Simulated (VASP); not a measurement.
SnPbO2:

```
Sn Pb O
1.0
     3.94514    0.00000    0.00000
     0.00000    3.94514    0.00000
     0.00000    0.00000    5.23302
Sn Pb O
1 1 2
Cartesian
  1.9726 1.9726 1.1211
  0.0000 0.0000 3.9905
  1.9726 0.0000 0.0607
  0.0000 1.9726 0.0607
```

Base run:

```yaml
Program: VASP 6.6.1
Functional: PBE
Potentials_or_basis: VASP PAW PBE potentials, release 64 (Sn_d, Pb_d, O)
Cutoff: 520 eV
k_mesh: 8 × 8 × 6
Occupations: gaussian, width 0.02 eV
Spin: no spin polarisation
```

Its results: band gap on the k mesh 1.09 eV (least direct gap 2.04 eV); pressure 0.1 GPa; largest force 0.067 eV/Å.

Question: The run is repeated on the same cell with these changes: functional from PBE to r2SCAN. What comes out?

Answer: Band gap on the k mesh 1.33 eV (least direct gap 2.42 eV); pressure -3.0 GPa; largest force 0.363 eV/Å.

Caveats: spin-orbit coupling is left out, which moves the levels of the heavy elements; the PAW data sets were made with another functional, which shifts forces and pressure a little (at least some runs).

A k mesh can miss the band edges.
